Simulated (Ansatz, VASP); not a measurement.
**Ru in VASP and in Ansatz**

The input POSCAR:

```
Ru
1.0
    2.7023482491      0.0000000000      0.0000000000
   -1.3511741246      2.3403022336      0.0000000000
    0.0000000000      0.0000000000      4.2659655206
Ru
2
Direct
    0.3333333333      0.6666666667      0.2500000000
    0.6666666667      0.3333333333      0.7500000000
```

File INCAR.step1:

```
SYSTEM = Ru
  PREC = Accurate
  ENCUT = 520
  ISMEAR = 0
  SIGMA = 0.1
  LREAL = .FALSE.
  LASPH = .TRUE.
  NELM = 80
  NBANDS = 21
  GGA = PE
  ALGO = Normal
  EDIFF = 1E-4
  LWAVE = .TRUE.
  LCHARG = .FALSE.
```

File INCAR.step2:

```
SYSTEM = Ru
  PREC = Accurate
  ENCUT = 520
  EDIFF = 1E-7
  ISMEAR = 0
  SIGMA = 0.1
  LREAL = .FALSE.
  LASPH = .TRUE.
  NELM = 80
  ALGO = Normal
  ISIF = 2
  LWAVE = .FALSE.
  LCHARG = .FALSE.
  METAGGA = R2SCAN
  LMIXTAU = .TRUE.
  NBANDS = 21
  ISTART = 1
```

KPOINTS

```
Automatic mesh
0
G
  15 15 8
  0 0 0
```

Input for Ansatz:

```yaml
crystal:
  lattice:
    - [2.7023482491, 0.0, 0.0]
    - [-1.3511741246, 2.3403022336, 0.0]
    - [0.0, 0.0, 4.2659655206]
  atoms:
    - { symbol: Ru, position: [0.3333333333, 0.6666666667, 0.25] }
    - { symbol: Ru, position: [0.6666666667, 0.3333333333, 0.75] }
basis:
  ecutwfc: 500
kpoints:
  mp_grid: { grid: [15, 15, 8] }
hamiltonian:
  xc: r2scan
scf:
  occupations: { method: gaussian, width: 0.1 }
output:
  forces: true
  stress: true
  eigenvalues: true
  write_density: true
  write_potential: true
  elf: true
  volumetric_format: npy
```

Alike in both runs: task single point; functional r2SCAN; k mesh 15 × 15 × 8; occupations gaussian, width 0.1 eV; no spin polarisation.

|  | VASP | Ansatz |
| --- | --- | --- |
| version | VASP 6.6.1 | Ansatz 0.2.0 |
| potentials or method | VASP PAW PBE potentials, release 64 (Ru_pv), cutoff 520 eV | scalar-relativistic, plane waves, PAW |
| valence electrons in the cell | 28 | 32 |

|  | VASP | Ansatz | Ansatz less VASP |
| --- | --- | --- | --- |
| gap on the k mesh at the Fermi level (eV) | none | none | - |
| pressure (GPa) | 1.5 | 0.0 | -1.54 |
| traceless stress, the component that is largest in VASP (GPa) | 0.01 | -0.10 | -0.114 |

VASP's potentials were made for PBE, not for r2SCAN. A gap of «none» marks a metal or a gap that the smearing closes. The functional is the same, so the differences come from potentials, cutoffs and numerics. VASP's potentials hold 28 valence electrons a cell and Ansatz's 32, so a difference there can come from the potentials and not from the codes.
